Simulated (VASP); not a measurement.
Here is a VASP 6.6.1 calculation.

INCAR

```
ALGO = Normal ; EDIFF = 1E-6
ENCUT = 600 ; GGA = PE
GGA_COMPAT = F ; ISIF = 2
ISMEAR = 0 ; LASPH = T
LCHARG = F ; LREAL = F
LWAVE = F ; NBANDS = 24
NELM = 120 ; PREC = Accurate
SIGMA = 0.1
```

File KPOINTS:

```
k-points
0
Gamma
  8 8 8
```

File POSCAR:

```
ZrOF2
1.0
   -1.8745374610      1.8745374610      3.5654047614
    1.8745374610     -1.8745374610      3.5654047614
    1.8745374610      1.8745374610     -3.5654047614
Zr O F
1 1 2
Direct
    0.7500000000      0.2500000000      0.5000000000
    0.0000000000      0.0000000000      0.0000000000
    0.3478655098      0.3478655098      0.0000000000
    0.6521344902      0.6521344902      0.0000000000
```

Potentials or basis: VASP PAW PBE potentials, release 64 (Zr_sv, O, F).

Run with:

```sh
$ cat potpaw_PBE.64/Zr_sv/POTCAR potpaw_PBE.64/O/POTCAR potpaw_PBE.64/F/POTCAR > POTCAR
$ mpirun -np 1 vasp_std > vasp.out
```

(1) What does it give for the band gap on the k mesh?

(2) What does it give for the largest force?

(3) Estimate the pressure.

Results:

(1) 2.60 eV.

(2) 0.053 eV/Å.

(3) 0.4 GPa.
